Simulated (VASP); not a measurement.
# MgO (I-4m2) in VASP: a series of runs

Aim: see how the results for MgO move with the level of theory and the settings. Levels: PBE, r2SCAN, HSE06. Tasks: single point.

Program: VASP 6.6.1. These are calculated values, not measurements. Logs are shortened: lines on timing, memory, paths and dates and some standing lists are left out, and cuts for length are marked.

## Step 1: The cell of the first run

It takes space group I-4m2 (No. 119, tetragonal). The conventional cell has a = 3.227 Å, b = 3.227 Å, c = 4.292 Å, α = 90.00°, β = 90.00°, γ = 90.00°. Within 2.6 Å of Mg (site symmetry -4m2) lie 4 O at 1.94 Å. O (site symmetry -4m2) has 4 Mg at 1.94 Å within 2.6 Å.

## Step 2: Single point, PBE (uniaxial z strain -6.0%)

INCAR

```
ALGO     = Normal         # electronic algorithm
EDIFF    = 1E-7           # SCF threshold, eV
ENCUT    = 520            # plane-wave cutoff, eV
GGA      = PE             # functional
ISIF     = 2              # what is computed and relaxed
ISMEAR   = -1             # smearing method
LASPH    = T              # aspherical terms in the spheres
LCHARG   = F              # write CHGCAR
LREAL    = F              # projectors in reciprocal space
LWAVE    = F              # write WAVECAR
NBANDS   = 11             # bands
NELM     = 100            # most SCF steps
PREC     = Accurate       # precision mode
SIGMA    = 0.02           # smearing width, eV
```

KPOINTS

```
k-points
0
Gamma
  10 10 10
```

POSCAR

```
MgO
1.0
    0.0000000000      2.2820056624      2.1457699243
    2.2820056624      0.0000000000      2.1457699243
    2.2820056624      2.2820056624      0.0000000000
Mg O
1 1
Direct
    0.0000000000      0.0000000000      0.0000000000
    0.2500000000      0.2500000000      0.2500000000
```

Potentials or basis: VASP PAW PBE potentials, release 64 (Mg, O).

Run with:

```console
$ cat potpaw_PBE.64/Mg/POTCAR potpaw_PBE.64/O/POTCAR > POTCAR
$ mpirun -np 1 vasp_std > vasp.out
```

OUTCAR:

```text
EDIFF = 1E-7
   ENCUT = 520
   GGA = PE
   ISIF = 2
   ISMEAR = -1
   LASPH = T
   LREAL = F
   NELM = 100
   PREC = Accurate

 ion  position               nearest neighbor table
   1  0.000  0.000  0.000-   2 1.94   2 1.94   2 1.94   2 1.94
   2  0.250  0.250  0.250-   1 1.94   1 1.94   1 1.94   1 1.94

  LATTYP: Found a body centered tetragonal cell.
 ALAT       =     3.2272433572
 C/A-ratio  =     1.3297850127

  Lattice vectors:

 A1 = (   0.0000000000,  -2.2820056624,  -2.1457699243)
 A2 = (   0.0000000000,   2.2820056624,  -2.1457699243)
 A3 = (   2.2820056624,   0.0000000000,   2.1457699243)

Analysis of symmetry for initial positions (statically):
=====================================================================
 Subroutine PRICEL returns:
 Original cell was already a primitive cell.

 Routine SETGRP: Setting up the symmetry group for a
 body centered tetragonal supercell.

 Subroutine GETGRP returns: Found  8 space group operations
 (whereof  8 operations were pure point group operations)
 out of a pool of 16 trial point group operations.

The static configuration has the point symmetry D_2d.

Analysis of symmetry for dynamics (positions and initial velocities):
=====================================================================
 Subroutine PRICEL returns:
 Original cell was already a primitive cell.

 Routine SETGRP: Setting up the symmetry group for a
 body centered tetragonal supercell.

 Subroutine GETGRP returns: Found  8 space group operations
 (whereof  8 operations were pure point group operations)
 out of a pool of 16 trial point group operations.

The dynamic configuration has the point symmetry D_2d.

 Subroutine INISYM returns: Found  8 space group operations
 (whereof  8 operations are pure point group operations),
 and found     1 'primitive' translations

----------------------------------------------------------------------------------------

                                     Primitive cell

  volume of cell :      22.3484

  direct lattice vectors                    reciprocal lattice vectors
     0.000000000  2.282005662  2.145769924    -0.219105504  0.219105504  0.233016594
     2.282005662  0.000000000  2.145769924     0.219105504 -0.219105504  0.233016594
     2.282005662  2.282005662  0.000000000     0.219105504  0.219105504 -0.233016594

  length of vectors
     3.132391804  3.132391804  3.227243357     0.387699854  0.387699854  0.387699854

  position of ions in fractional coordinates (direct lattice)
     0.000000000  0.000000000  0.000000000
     0.250000000  0.250000000  0.250000000

  ion indices of the primitive-cell ions
   primitive index   ion index
                 1           1
                 2           2

----------------------------------------------------------------------------------------

 KPOINTS: k-points

Automatic generation of k-mesh.
 Grid dimensions read from file:
 generate k-points for:   10   10   10

 Generating k-lattice:

  Cartesian coordinates                     Fractional coordinates (reciprocal lattice)
    -0.021910550  0.021910550  0.023301659     0.100000000 -0.000000000  0.000000000
     0.021910550 -0.021910550  0.023301659    -0.000000000  0.100000000  0.000000000
     0.021910550  0.021910550 -0.023301659     0.000000000  0.000000000  0.100000000

  Length of vectors
     0.038769985  0.038769985  0.038769985

  Shift w.r.t. Gamma in fractional coordinates (k-lattice)
     0.000000000  0.000000000  0.000000000

 Subroutine IBZKPT returns following result:
 ===========================================

 Found    102 irreducible k-points:

 Following reciprocal coordinates:
            Coordinates               Weight
  0.000000  0.000000  0.000000      1.000000
  0.100000 -0.000000  0.000000      8.000000
  0.200000 -0.000000  0.000000      8.000000
  0.300000 -0.000000  0.000000      8.000000
  0.400000 -0.000000  0.000000      8.000000
  0.500000 -0.000000  0.000000      4.000000
[... 16 lines left out ...]
  0.300000  0.300000  0.000000      2.000000
  0.400000  0.300000  0.000000      8.000000
 [... further k-points ...]
   k-points           NKPTS =    102   k-points in BZ     NKDIM =    102   number of bands    NBANDS=     11
   number of dos      NEDOS =    301   number of ions     NIONS =      2
   total plane-waves  NPLWV =  13824
   dimension x,y,z NGX =    24 NGY =   24 NGZ =   24
   dimension x,y,z NGXF=    48 NGYF=   48 NGZF=   48
   ions per type =               1   1
   NGX,Y,Z   is equivalent  to a cutoff of  12.74, 12.74, 12.36 a.u.
   NGXF,Y,Z  is equivalent  to a cutoff of  25.48, 25.48, 24.73 a.u.
 SYSTEM =  unknown system
   PREC   = accura    normal or accurate (medium, high low for compatibility)
   ISTART =      0    job   : 0-new  1-cont  2-samecut
   ICHARG =      2    charge: 1-file 2-atom 10-const
   ISPIN  =      1    spin polarized calculation?
   LNONCOLLINEAR =      F non collinear calculations
   LSORBIT =      F    spin-orbit coupling
   LASPH  =      T    aspherical Exc in radial PAW
   ENCUT  =  520.0 eV  38.22 Ry    6.18 a.u.   5.82  5.82  6.00*2*pi/ulx,y,z
   NELM   =    100;   NELMIN=  2; NELMDL= -5     # of ELM steps
   EDIFF  = 0.1E-06   stopping-criterion for ELM
   LREAL  =      F    real-space projection
   EDIFFG = 0.1E-05   stopping-criterion for IOM
   NSW    =      0    number of steps for IOM
   IBRION =     -1    ionic relax: 0-MD 1-quasi-New 2-CG
   NFREE  =      0    steps in history (QN), initial steepest desc. (CG)
   ISIF   =      2    stress and relaxation
   ISYM   =      2    0-nonsym 1-usesym 2-fastsym
   POTIM  = 0.5000    time-step for ionic-motion
   TEBEG  =    0.0;   TEEND  =   0.0 temperature during run
   PSTRESS=    0.0 pullay stress
   NELECT =       8.0000    total number of electrons
   NUPDOWN=      -1.0000    fix difference up-down
   EMIN   =  10.00;   EMAX   =-10.00  energy-range for DOS
   EFERMI =   0.00;   METHOD = LEGACY
   ISMEAR =    -1;   SIGMA  =   0.02  broadening in eV -4-tet -1-fermi 0-gaus
   EFERMI_NEDOS =   21; number of points for ismear=-14 and -15
   IALGO  =     38    algorithm
   IMIX   =      4    mixing-type and parameters
     AMIX     =   0.40;   BMIX     =  1.00
     AMIX_MAG =   1.60;   BMIX_MAG =  1.00
  volume/ion in A,a.u.               =      11.17        75.41
  Fermi-wavevector in a.u.,A,eV,Ry     =   1.162401  2.196619 18.383866  1.351176
  Thomas-Fermi vector in A             =   2.298962
   LORBIT       =      0    0 simple, 1 ext, 2 COOP (PROOUT), +10 PAW based schemes
   GGA     = PE    functional components
[... 5 lines left out ...]
 non-spin polarized calculation
  energy-cutoff  :      520.00
  volume of cell :       22.35
 maximum number of plane-waves:       612
   NGX = 11   NGY = 11   NGZ = 13

 number of electron       8.0000004 magnetization

 Free energy of the ion-electron system (eV)
  ---------------------------------------------------
  ext. energy  EPLUGINS =         0.00000000
  ---------------------------------------------------
  free energy    TOTEN  =       -11.61948365 eV

  energy without entropy =      -11.61948365  energy(sigma->0) =      -11.61948365

 E-fermi :   1.6109     XC(G=0):  -9.9913

 val. band max:        1.2030778181   @ k =   0.0000   0.0000   0.0000
 cond. band min:       5.1184162196   @ k =   0.0000   0.0000   0.0000
 fundamental gap:      3.9153384015
 Fermi energy:         1.6108673846

 k-point     1 :       0.0000    0.0000    0.0000
  band No.  band energies     occupation
      1     -14.9615      2.00000
      2       1.0912      2.00000
      3       1.0912      2.00000
      4       1.2031      2.00000
      5       5.1184      0.00000
      6      18.6363      0.00000
      7      18.6363      0.00000
      8      18.6770      0.00000
      9      21.0523      0.00000
     10      21.6368      0.00000
     11      21.6368      0.00000

 k-point     2 :       0.1000   -0.0000    0.0000
  band No.  band energies     occupation
      1     -14.8943      2.00000
      2       0.6371      2.00000
      3       1.0628      2.00000
      4       1.1581      2.00000
      5       5.6863      0.00000
      6      17.6509      0.00000
      7      18.4525      0.00000
      8      18.7240      0.00000
      9      20.0342      0.00000
     10      20.7125      0.00000
     11      22.3910      0.00000

 k-point     3 :       0.2000   -0.0000    0.0000
  band No.  band energies     occupation
      1     -14.7129      2.00000
      2      -0.3193      2.00000
      3       0.9895      2.00000
      4       1.1308      2.00000
      5       6.8753      0.00000
      6      15.7623      0.00000
      7      17.4625      0.00000
      8      18.4477      0.00000
      9      20.4251      0.00000
     10      20.4772      0.00000
     11      21.7227      0.00000

 k-point     4 :       0.3000   -0.0000    0.0000
  band No.  band energies     occupation
      1     -14.4773      2.00000
      2      -1.2281      2.00000
      3       0.9013      2.00000
      4       1.1011      2.00000
      5       8.1744      0.00000
      6      13.9161      0.00000
      7      16.4867      0.00000
      8      17.6978      0.00000
      9      20.8951      0.00000
     10      21.6191      0.00000
     11      22.0452      0.00000
[... 239 lines left out ...]
 k-point    22 :      -0.2000    0.2000    0.0000
  band No.  band energies     occupation
      1     -14.4131      2.00000
      2      -0.9898      2.00000
      3       0.4926      2.00000
      4       0.9262      2.00000
      5       8.4948      0.00000
      6      13.7545      0.00000
      7      15.9972      0.00000
      8      16.6786      0.00000
      9      20.3834      0.00000
     10      22.4894      0.00000
     11      25.8472      0.00000

 k-point    23 :       0.3000    0.3000    0.0000
  band No.  band energies     occupation
      1     -14.2821      2.00000
      2      -0.9407      2.00000
      3       0.4683      2.00000
      4       0.4683      2.00000
      5       8.2342      0.00000
      6      13.7695      0.00000
      7      16.3137      0.00000
      8      17.8389      0.00000
      9      17.8389      0.00000
     10      23.9325      0.00000
     11      25.2809      0.00000

 k-point    24 :       0.4000    0.3000    0.0000
  band No.  band energies     occupation
      1     -14.1253      2.00000
      2      -1.1801      2.00000
      3       0.2950      2.00000
      4       0.3738      2.00000
      5       8.3730      0.00000
      6      13.2133      0.00000
      7      15.9388      0.00000
      8      17.6939      0.00000
      9      18.2530      0.00000
     10      24.9108      0.00000
     11      25.3891      0.00000

 [... further k-points ...]
[... 5 lines left out ...]
  --------------------------------------------------------------------------------------
  -------------------------------------------------------------------------------------
  Total        1.6670437      1.6670437      1.8027735      0.0000000      0.0000000      0.0000000
  in kB      119.5118549    119.5118549    129.2424419      0.0000000      0.0000000      0.0000000
  external PRESSURE =     122.7553839 kB  Pullay stress =       0.0000000 kB

 VOLUME and BASIS-vectors are now :
 -----------------------------------------------------------------------------
  energy-cutoff  :      520.00
  volume of cell :       22.35
      direct lattice vectors                 reciprocal lattice vectors
     0.000000000  2.282005662  2.145769924    -0.219105504  0.219105504  0.233016594
     2.282005662  0.000000000  2.145769924     0.219105504 -0.219105504  0.233016594
     2.282005662  2.282005662  0.000000000     0.219105504  0.219105504 -0.233016594

 POSITION                                       TOTAL-FORCE (eV/Angst)
 -----------------------------------------------------------------------------------
      0.00000      0.00000      0.00000         0.000000      0.000000     -0.000000
      1.14100      1.14100      1.07288        -0.000000     -0.000000      0.000000
 -----------------------------------------------------------------------------------
    total drift:                               -0.000002     -0.000002      0.000000

  FREE ENERGIE OF THE ION-ELECTRON SYSTEM (eV)
  ---------------------------------------------------
  free  energy   TOTEN  =       -11.6194836500 eV

  energy  without entropy=      -11.6194836500  energy(sigma->0) =      -11.61948365
```

Wall time 22 s (1 thread of Intel Xeon 6975P-C, shared host); peak memory 0.15 GiB.

What came out:

```
Free energy            : -11.6195 eV
Pressure               : 12.3 GPa
Band gap on the k mesh : 3.92 eV, direct
```

Stress tensor (GPa, compression positive):
```
11.95  0.00  0.00
 0.00 11.95  0.00
 0.00  0.00 12.92
```

Levels at points of the mesh, in eV from the valence-band top:
```tsv
k point	band 2	band 3	band 4	band 5	band 6	band 7
(0.00, 0.00, 0.00)	-0.11	-0.11	0.00	3.92	17.43	17.43
(0.50, 0.00, 0.00)	-3.29	-0.40	-0.13	9.11	10.10	14.46
(0.50, 0.50, 0.00)	-2.53	-1.04	-1.04	6.36	11.62	15.38
(0.50, 0.00, 0.50)	-2.83	-0.76	-0.72	6.34	11.80	14.82
```

Caveat: the cell differs from its parent crystal (uniaxial z strain -6.0%).

## Step 3: Single point, r2SCAN (uniaxial z strain -6.0%)

POSCAR is that of step 2.

INCAR.step1

```
SYSTEM = MgO
PREC     = Accurate       ! precision mode
ENCUT    = 520            ! plane-wave cutoff, eV
ISMEAR   = 0              ! smearing method
SIGMA    = 0.01           ! smearing width, eV
LREAL    = .FALSE.        ! projectors in reciprocal space
LASPH    = .TRUE.         ! aspherical terms in the spheres
NELM     = 100            ! most SCF steps
NBANDS   = 11             ! bands
GGA      = PE             ! functional
ALGO     = Normal         ! electronic algorithm
EDIFF    = 1E-4           ! SCF threshold, eV
LWAVE    = .TRUE.         ! write WAVECAR
LCHARG   = .FALSE.        ! write CHGCAR
```

INCAR.step2

```
SYSTEM = MgO
PREC     = Accurate       ! precision mode
ENCUT    = 520            ! plane-wave cutoff, eV
EDIFF    = 1E-6           ! SCF threshold, eV
ISMEAR   = 0              ! smearing method
SIGMA    = 0.01           ! smearing width, eV
LREAL    = .FALSE.        ! projectors in reciprocal space
LASPH    = .TRUE.         ! aspherical terms in the spheres
NELM     = 100            ! most SCF steps
ALGO     = Normal         ! electronic algorithm
ISIF     = 2              ! what is computed and relaxed
LWAVE    = .FALSE.        ! write WAVECAR
LCHARG   = .FALSE.        ! write CHGCAR
METAGGA  = R2SCAN         ! meta-GGA
LMIXTAU  = .TRUE.       
NBANDS   = 11             ! bands
ISTART   = 1
```

KPOINTS

```
Automatic mesh
0
G
  10 10 10
  0 0 0
```

Potentials or basis: VASP PAW PBE potentials, release 64 (Mg, O).

Run with:

```console
$ cat potpaw_PBE.64/Mg/POTCAR potpaw_PBE.64/O/POTCAR > POTCAR
$ cp INCAR.step1 INCAR
$ mpirun -np 1 vasp_std > vasp.out
$ cp INCAR.step2 INCAR
$ mpirun -np 1 vasp_std > vasp.out
```

It took 54 s on 1 thread of Intel Xeon 6975P-C, shared host; peak memory 0.16 GiB.

It converged, with:

| Item | Value |
| --- | --- |
| Free energy | -15.8153 eV |
| Pressure | 8.1 GPa |
| Band gap on the k mesh | 4.61 eV, direct |

Stress tensor (GPa, compression positive):
```
7.60 0.00 0.00
0.00 7.60 0.00
0.00 0.00 8.98
```

Levels at points of the mesh, in eV from the valence-band top:
| k point | band 1 | band 2 | band 3 | band 4 | band 5 | band 6 | band 7 | band 8 | band 9 |
| --- | --- | --- | --- | --- | --- | --- | --- | --- | --- |
| (0.00, 0.00, 0.00) | -17.10 | -0.11 | -0.11 | 0.00 | 4.61 | 18.56 | 18.56 | 18.57 | 20.91 |
| (0.50, 0.00, 0.00) | -16.36 | -3.27 | -0.40 | -0.13 | 9.97 | 10.97 | 15.39 | 16.63 | 21.54 |
| (0.50, 0.50, 0.00) | -16.08 | -2.53 | -1.05 | -1.05 | 7.06 | 12.56 | 16.64 | 18.04 | 18.04 |
| (0.50, 0.00, 0.50) | -16.17 | -2.83 | -0.77 | -0.73 | 7.05 | 12.75 | 16.04 | 18.09 | 19.45 |

Caveat: the cell differs from its parent crystal (uniaxial z strain -6.0%); the PAW data sets were made with another functional, which shifts forces and pressure a little.

## Step 4: Single point, HSE06 (uniaxial z strain -6.0%)

POSCAR is that of step 3.

INCAR.step1

```
SYSTEM = MgO
  PREC = Accurate
  ENCUT = 520
  EDIFF = 1E-5
  ISMEAR = 0
  SIGMA = 0.01
  LREAL = .False.
  LASPH = .True.
  NELM = 60
  ALGO = Normal
  ISIF = 2
  LWAVE = .True.
  LCHARG = .False.
  NBANDS = 11
  GGA = PE
```

INCAR.step2

```
SYSTEM = MgO
  PREC = Accurate
  ENCUT = 520
  EDIFF = 1E-6
  ISMEAR = 0
  SIGMA = 0.01
  LREAL = .False.
  LASPH = .True.
  NELM = 60
  ALGO = Normal
  ISIF = 2
  LWAVE = .False.
  LCHARG = .False.
  GGA = PE
  LHFCALC = .True.
  HFSCREEN = 0.2079
  PRECFOCK = Normal
  NBANDS = 11
  ISTART = 1
```

KPOINTS

```
regular mesh
0
Gamma
  6 6 6
  0 0 0
```

Run with:

```console
$ cat potpaw_PBE.64/Mg/POTCAR potpaw_PBE.64/O/POTCAR > POTCAR
$ cp INCAR.step1 INCAR
$ mpirun -np 1 vasp_std > vasp.out
$ cp INCAR.step2 INCAR
$ mpirun -np 1 vasp_std > vasp.out
```

Run time: 20 min. Hardware: 1 thread of Intel Xeon 6975P-C, shared host; peak memory 0.26 GiB.

Results (log left out):

```
Free energy            : -13.8981 eV
Pressure               : 8.5 GPa
Band gap on the k mesh : 5.55 eV, direct
```

Stress tensor (GPa, compression positive):
```
8.07 0.00 0.00
0.00 8.07 0.00
0.00 0.00 9.43
```

Levels at points of the mesh, in eV from the valence-band top:
```tsv
k point	band 2	band 3	band 4	band 5	band 6	band 7
(0.00, 0.00, 0.00)	-0.12	-0.12	0.00	5.55	19.46	19.46
(0.50, 0.00, 0.00)	-3.48	-0.44	-0.16	10.96	12.05	16.38
(0.50, 0.50, 0.00)	-2.71	-1.13	-1.13	8.02	13.47	17.67
(0.50, 0.00, 0.50)	-3.02	-0.84	-0.79	8.01	13.73	17.00
```

Caveat: the cell differs from its parent crystal (uniaxial z strain -6.0%); the PAW data sets were made with another functional, which shifts forces and pressure a little.

## Step 5: Overview

| level | k mesh | smearing | grid for exact exchange (PRECFOCK) | screening parameter | gap on the mesh (eV) | pressure (GPa) |
| --- | --- | --- | --- | --- | --- | --- |
| PBE | 10 × 10 × 10 | fermi-dirac 0.02 eV | - | - | 3.92 | 12.3 |
| r2SCAN | 10 × 10 × 10 | gaussian 0.01 eV | - | - | 4.61 | 8.1 |
| HSE06 | 6 × 6 × 6 | gaussian 0.01 eV | Normal | 0.2079 1/Å | 5.55 | 8.5 |

Alike in all rows: task single point; potentials or basis VASP PAW PBE potentials, release 64 (Mg, O); no spin polarisation; cell as given; cutoff (eV) 520.

Caveats: the PAW data sets were made with another functional, which shifts forces and pressure a little (some runs).

Absolute energies hang on the potentials; compare differences alone.
